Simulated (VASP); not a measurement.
# Be (Fm-3m) in VASP: notebook

Be is run at these levels: PBE; tasks: single point, relaxation of cell and atoms.

Everything below comes from runs of VASP 6.6.1. Logs are shortened: lines on timing, memory, paths and dates and some standing lists are left out, and cuts for length are marked.

## Step 1: The cell of the first run

It takes space group Fm-3m (No. 225, cubic). The conventional cell has a = 3.158 Å, b = 3.158 Å, c = 3.158 Å, α = 90.00°, β = 90.00°, γ = 90.00°. Within 3.0 Å of Be (site symmetry m-3m) lie 12 Be at 2.23 Å.

This isn't the form of Be at room conditions, which is hcp.

## Step 2: Single point, PBE

INCAR reads:

```
  PREC = Accurate
  ENCUT = 520
  EDIFF = 1E-7
  ISMEAR = 0
  SIGMA = 0.1
  LREAL = False
  LASPH = True
  NELM = 60
  ALGO = Normal
  ISIF = 2
  LWAVE = False
  LCHARG = True
  GGA = PE
  LELF = True
  LVHAR = True
  NBANDS = 7
```

KPOINTS reads:

```
regular mesh
0
Gamma
  22 22 22
```

POSCAR reads:

```
Be
1.0
    0.0000000000      1.5790487910      1.5790487910
    1.5790487910      0.0000000000      1.5790487910
    1.5790487910      1.5790487910      0.0000000000
Be
1
Direct
    0.0000000000      0.0000000000      0.0000000000
```

Potentials or basis: VASP PAW PBE potentials, release 64 (Be).

Launch:

```bash
$ cat potpaw_PBE.64/Be/POTCAR > POTCAR
$ mpirun -np 1 vasp_std > vasp.out
```

OUTCAR:

```text
PREC = Accurate
   ENCUT = 520
   EDIFF = 1E-7
   ISMEAR = 0
   LREAL = False
   LASPH = True
   NELM = 60
   ISIF = 2
   GGA = PE

 ion  position               nearest neighbor table
   1  0.000  0.000  0.000-

  LATTYP: Found a face centered cubic cell.
 ALAT       =     3.1580975820

  Lattice vectors:

 A1 = (   0.0000000000,   1.5790487910,   1.5790487910)
 A2 = (   1.5790487910,   0.0000000000,   1.5790487910)
 A3 = (   1.5790487910,   1.5790487910,   0.0000000000)

Analysis of symmetry for initial positions (statically):
=====================================================================
 Subroutine PRICEL returns:
 Original cell was already a primitive cell.

 Routine SETGRP: Setting up the symmetry group for a
 face centered cubic supercell.

 Subroutine GETGRP returns: Found 48 space group operations
 (whereof 48 operations were pure point group operations)
 out of a pool of 48 trial point group operations.

The static configuration has the point symmetry O_h .

Analysis of symmetry for dynamics (positions and initial velocities):
=====================================================================
 Subroutine PRICEL returns:
 Original cell was already a primitive cell.

 Routine SETGRP: Setting up the symmetry group for a
 face centered cubic supercell.

 Subroutine GETGRP returns: Found 48 space group operations
 (whereof 48 operations were pure point group operations)
 out of a pool of 48 trial point group operations.

The dynamic configuration has the point symmetry O_h .

 Subroutine INISYM returns: Found 48 space group operations
 (whereof 48 operations are pure point group operations),
 and found     1 'primitive' translations

----------------------------------------------------------------------------------------

                                     Primitive cell

  volume of cell :       7.8744

  direct lattice vectors                    reciprocal lattice vectors
     0.000000000  1.579048791  1.579048791    -0.316646327  0.316646327  0.316646327
     1.579048791  0.000000000  1.579048791     0.316646327 -0.316646327  0.316646327
     1.579048791  1.579048791  0.000000000     0.316646327  0.316646327 -0.316646327

  length of vectors
     2.233112216  2.233112216  2.233112216     0.548447527  0.548447527  0.548447527

  position of ions in fractional coordinates (direct lattice)
     0.000000000  0.000000000  0.000000000

  ion indices of the primitive-cell ions
   primitive index   ion index
                 1           1

----------------------------------------------------------------------------------------
[... 75 lines left out ...]
   NFREE  =      0    steps in history (QN), initial steepest desc. (CG)
   ISIF   =      2    stress and relaxation
   ISYM   =      2    0-nonsym 1-usesym 2-fastsym
   POTIM  = 0.5000    time-step for ionic-motion
   TEBEG  =    0.0;   TEEND  =   0.0 temperature during run
   PSTRESS=    0.0 pullay stress
   NELECT =       2.0000    total number of electrons
   NUPDOWN=      -1.0000    fix difference up-down
   EMIN   =  10.00;   EMAX   =-10.00  energy-range for DOS
   EFERMI =   0.00;   METHOD = LEGACY
   ISMEAR =     0;   SIGMA  =   0.10  broadening in eV -4-tet -1-fermi 0-gaus
   EFERMI_NEDOS =   21; number of points for ismear=-14 and -15
   IALGO  =     38    algorithm
   IMIX   =      4    mixing-type and parameters
     AMIX     =   0.40;   BMIX     =  1.00
     AMIX_MAG =   1.60;   BMIX_MAG =  1.00
  volume/ion in A,a.u.               =       7.87        53.14
  Fermi-wavevector in a.u.,A,eV,Ry     =   1.036763  1.959197 14.624582  1.074876
  Thomas-Fermi vector in A             =   2.171169
   LORBIT       =      0    0 simple, 1 ext, 2 COOP (PROOUT), +10 PAW based schemes
   GGA     = PE    functional components
   LHFCALC =     F    Hartree Fock is set to
   AEXX    =    0.0000 exact exchange contribution
   IVDW    =     0    specifies the selected vdW correction
   LEPSILON=     F    determine dielectric tensor
   LRPA    =     F    only Hartree local field effects (RPA)
 non-spin polarized calculation
 Gauss-broadening in eV      SIGMA  =   0.10
  energy-cutoff  :      520.00
  volume of cell :        7.87
 maximum number of plane-waves:       222
 NGX is ok and might be reduce to    18
   NGX =  9   NGY =  9   NGZ =  9

 number of electron       2.0000000 magnetization

 Free energy of the ion-electron system (eV)
  ---------------------------------------------------
  ext. energy  EPLUGINS =         0.00000000
  ---------------------------------------------------
  free energy    TOTEN  =        -3.68697984 eV

  energy without entropy =       -3.68658446  energy(sigma->0) =       -3.68678215

 E-fermi :   7.6217     XC(G=0): -10.6234

 val. band max:        7.5669883494   @ k =   0.5000   0.0000   0.0000
 cond. band min:       7.6315049798   @ k =  -0.4545   0.0909   0.0455
 fundamental gap:      0.0645166304
 Fermi energy:         7.6217430497

 k-point     1 :       0.0000    0.0000    0.0000
  band No.  band energies     occupation
      1      -4.3191      2.00000
      2      26.9953      0.00000
      3      26.9953      0.00000
      4      26.9953      0.00000
      5      36.6685      0.00000
      6      36.6685      0.00000
      7      36.6685      0.00000
[... 221 lines left out ...]
 k-point    24 :      -0.4545    0.0455    0.0000
  band No.  band energies     occupation
      1       2.1546      2.00000
      2       7.8491      0.00130
      3      23.6052      0.00000
      4      23.9758      0.00000
      5      32.4512      0.00000
      6      34.1167      0.00000
      7      37.5734      0.00000

 [... further k-points ...]

------------------------ aborting loop because EDIFF is reached ----------------------------------------

  FORCE on cell =-STRESS in cart. coord.  units (eV):
  Direction    XX          YY          ZZ          XY          YZ          ZX
  --------------------------------------------------------------------------------------
  -------------------------------------------------------------------------------------
  Total        0.0072851      0.0072851      0.0072851      0.0000000      0.0000000     -0.0000000
  in kB        1.4822808      1.4822808      1.4822808      0.0000000      0.0000000     -0.0000000
  external PRESSURE =       1.4822808 kB  Pullay stress =       0.0000000 kB

 VOLUME and BASIS-vectors are now :
 -----------------------------------------------------------------------------
  energy-cutoff  :      520.00
  volume of cell :        7.87
      direct lattice vectors                 reciprocal lattice vectors
     0.000000000  1.579048791  1.579048791    -0.316646327  0.316646327  0.316646327
     1.579048791  0.000000000  1.579048791     0.316646327 -0.316646327  0.316646327
     1.579048791  1.579048791  0.000000000     0.316646327  0.316646327 -0.316646327

 POSITION                                       TOTAL-FORCE (eV/Angst)
 -----------------------------------------------------------------------------------
      0.00000      0.00000      0.00000        -0.000000     -0.000000      0.000000
 -----------------------------------------------------------------------------------
    total drift:                                0.000000      0.000000      0.000000

  FREE ENERGIE OF THE ION-ELECTRON SYSTEM (eV)
  ---------------------------------------------------
  free  energy   TOTEN  =        -3.6869798428 eV

  energy  without entropy=       -3.6865844555  energy(sigma->0) =       -3.68678215
```

stdout:

```text
POSCAR found type information on POSCAR Be
 POSCAR found :  1 types and       1 ions
 scaLAPACK will be used
 LDA part: xc-table for (Slater+PW92), standard interpolation
 POSCAR, INCAR and KPOINTS ok, starting setup
 FFT: planning ... GRIDC
 FFT: planning ... GRID_SOFT
 FFT: planning ... GRID
 WAVECAR not read
 entering main loop
```

Run time: 10 s. Hardware: 1 thread of Intel Xeon Platinum 8488C (Sapphire Rapids), shared host; peak memory 0.12 GiB.

What came out:

```yaml
Free_energy: -3.6870 eV
Pressure: 0.1 GPa
Band_gap_on_the_k_mesh: zero (bands 1 and 2 overlap by 0.70 eV)
```

## Step 3: Relaxation of cell and atoms, PBE

This run uses another cell than the first one, of 7.90 Å³/atom.

INCAR reads:

```
SYSTEM = Be
PREC = Accurate ; ENCUT = 600
EDIFF = 1E-7 ; ISMEAR = 0
SIGMA = 0.1 ; LREAL = .False.
LASPH = .True. ; NELM = 60
ALGO = Fast ; ISIF = 3
LWAVE = .False. ; LCHARG = .False.
GGA = PE ; IBRION = 2
NSW = 100 ; EDIFFG = -0.01
```

KPOINTS reads:

```
Automatic mesh
0
Gamma
  22 22 22
  0 0 0
```

POSCAR reads:

```
Be
1.0
    0.0000000000      1.5808444462      1.5808444462
    1.5808444462      0.0000000000      1.5808444462
    1.5808444462      1.5808444462      0.0000000000
Be
1
Direct
    0.0000000000      0.0000000000      0.0000000000
```

Potentials or basis: VASP PAW PBE potentials, release 64 (Be).

Launch:

```bash
$ cat potpaw_PBE.64/Be/POTCAR > POTCAR
$ mpirun -np 1 vasp_std > vasp.out
```

It took 10 s on 1 thread of Intel Xeon Platinum 8488C (Sapphire Rapids), shared host; peak memory 0.13 GiB.

Results (log left out):

```yaml
Free_energy: -3.6870 eV
Relaxed_volume: 7.89 Å³/atom
Relaxed_cell: a = 2.234 Å, b = 2.234 Å, c = 2.234 Å, α = 60.00°, β = 60.00°, γ = 60.00°
Space_group_after_relaxing_to_0.1_Å: Fm-3m (No. 225)
Energy_gained_by_relaxing: 0.0 meV/atom
Ionic_steps: 2
Pressure_after_relaxing: 0.0 GPa
Band_gap_on_the_k_mesh: zero (bands 1 and 2 overlap by 0.70 eV)
```

Final structure:
```yaml
crystal:
  lattice:
    - [0.00000, 1.57986, 1.57986]
    - [1.57986, 0.00000, 1.57986]
    - [1.57986, 1.57986, 0.00000]
  atoms:
    - { symbol: Be, position: [0.00000, 0.00000, 0.00000] }
```

Levels at points of the mesh, in eV from the Fermi level:
```
           k point  band 1  band 2  band 3  band 4  band 5
(0.00, 0.00, 0.00)  -11.93   19.35   19.35   19.35   29.02
(0.50, 0.00, 0.00)   -5.35   -0.06   16.42   16.42   26.17
(0.50, 0.50, 0.00)   -2.73    3.77    9.46    9.46   15.10
```
